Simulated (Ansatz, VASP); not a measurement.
**Cu: VASP beside Ansatz**

File INCAR:

```
  PREC = Accurate
  ENCUT = 600
  EDIFF = 1E-6
  ISMEAR = -1
  SIGMA = 0.05
  LREAL = False
  LASPH = True
  NELM = 120
  ALGO = Normal
  ISIF = 2
  LWAVE = False
  LCHARG = False
  GGA = PE
  NBANDS = 12
  GGA_COMPAT = False
```

KPOINTS

```
Automatic mesh
0
Gamma
  11 11 11
```

Contents of POSCAR:

```
Cu
1.0
    0.0000000000      1.8075000000      1.8075000000
    1.8075000000      0.0000000000      1.8075000000
    1.8075000000      1.8075000000      0.0000000000
Cu
1
Direct
    0.0000000000      0.0000000000      0.0000000000
```

Contents of input.yaml:

```yaml
crystal:
  lattice:
    - [0.0, 1.8075, 1.8075]
    - [1.8075, 0.0, 1.8075]
    - [1.8075, 1.8075, 0.0]
  atoms:
    - { symbol: Cu, position: [0.0, 0.0, 0.0] }
hamiltonian:
  xc: pbe
  pseudopotentials: { kind: paw }
kpoints:
  mp_grid: { grid: [11, 11, 11] }
  band_path:
    path:
      - [[0.0, 0.0, 0.0], [0.5, 0.0, 0.5], [0.5, 0.25, 0.75], [0.375, 0.375, 0.75], [0.0, 0.0, 0.0], [0.5, 0.5, 0.5], [0.625, 0.25, 0.625], [0.5, 0.25, 0.75], [0.5, 0.5, 0.5], [0.375, 0.375, 0.75]]
      - [[0.625, 0.25, 0.625], [0.5, 0.0, 0.5]]
    npoints: 14
scf:
  occupations: { method: fermi_dirac, width: 0.05 }
  n_extra_bands: 6
output:
  forces: true
  stress: true
  eigenvalues: true
  fatbands: false
```

Alike in both runs: functional PBE; k mesh 11 × 11 × 11; occupations fermi-dirac, width 0.05 eV; no spin polarisation.

|  | VASP | Ansatz |
| --- | --- | --- |
| version | VASP 6.6.1 | Ansatz 0.2.0 |
| potentials or method | VASP PAW PBE potentials, release 64 (Cu) | Ansatz PAW |
| plane-wave cutoff (eV) | 600 | 420 |
| valence electrons in the cell | 11 | 19 |
| task | single point | band structure |

Ansatz gave:

| Quantity | Value |
| --- | --- |
| gap on the k mesh at the Fermi level (eV) | none |
| pressure (GPa) | 1.5 |

Task: What did VASP give for the same quantities?

Result: gap on the k mesh at the Fermi level (eV): none; pressure (GPa): 2.1.

A gap of «none» marks a metal or a gap that the smearing closes. VASP's potentials hold 11 valence electrons a cell and Ansatz's 19, so a difference there can come from the potentials and not from the codes.
